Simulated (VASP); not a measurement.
Set up this calculation in VASP 6.6.1, as the native input.

```
Task                   : single point
Functional             : PBE
Potentials or basis    : VASP PAW PBE potentials, release 64 (Zn, S)
Cutoff                 : 520 eV
k mesh                 : 2 × 3 × 1
Occupations            : gaussian, width 0.05 eV
Spin                   : no spin polarisation
Dipole correction      : yes
Further INCAR settings : LREAL = Auto; ALGO = Normal; EDIFF = 1e-06; NBANDS = 86
```

The structure of ZnS lies in POSCAR:

```
ZnS
1.0
    7.6909859768      0.0000000000      0.0000000000
    0.0000000000      6.3053333094      0.0000000000
    0.0000000000      0.0000000000     20.4403928241
Zn S
8 8
Direct
    0.5000000000      0.9947802099      0.3913819108
    0.0000000000      0.9947802099      0.3913819108
    0.7500000000      0.4947802099      0.4456909554
    0.2500000000      0.4947802099      0.4456909554
    0.7500000000      0.9903015872      0.5597723830
    0.2500000000      0.9903015872      0.5597723830
    0.0000000000      0.4372028275      0.5852290740
    0.5000000000      0.4372028275      0.5852290740
    0.5000000000      0.6202197901      0.3913819108
    0.0000000000      0.6202197901      0.3913819108
    0.7500000000      0.1202197901      0.4456909554
    0.2500000000      0.1202197901      0.4456909554
    0.7500000000      0.6129270756      0.5580608176
    0.2500000000      0.6129270756      0.5580608176
    0.0000000000      0.0971296229      0.6135988684
    0.5000000000      0.0971296229      0.6135988684
```

One way to write it, as run:

INCAR

```
SYSTEM = ZnS
ALGO = Normal
DIPOL = 0.5 0.5 0.499
EDIFF = 1E-6
ENCUT = 520
GGA = PE
IDIPOL = 3
ISIF = 2
ISMEAR = 0
LASPH = .TRUE.
LCHARG = .TRUE.
LDIPOL = .TRUE.
LELF = .TRUE.
LREAL = Auto
LVACPOTAV = .TRUE.
LVHAR = .TRUE.
LWAVE = .FALSE.
NBANDS = 86
NELM = 60
PREC = Accurate
SIGMA = 0.05
```

KPOINTS

```
k-points
0
G
  2 3 1
  0 0 0
```

Potentials or basis: VASP PAW PBE potentials, release 64 (Zn, S).

Run with:

```bash
$ cat potpaw_PBE.64/Zn/POTCAR potpaw_PBE.64/S/POTCAR > POTCAR
$ mpirun -np 1 vasp_std > vasp.out
```

Results of the run:

```yaml
Largest_force: 1.604 eV/Å
Band_gap_on_the_k_mesh: 1.64 eV
```

Wall time 12 min on 1 thread of Intel(R) Xeon(R) Platinum 8259CL CPU @ 2.50GHz (Skylake/Cascade Lake) (shared host), peak memory 0.95 GiB.
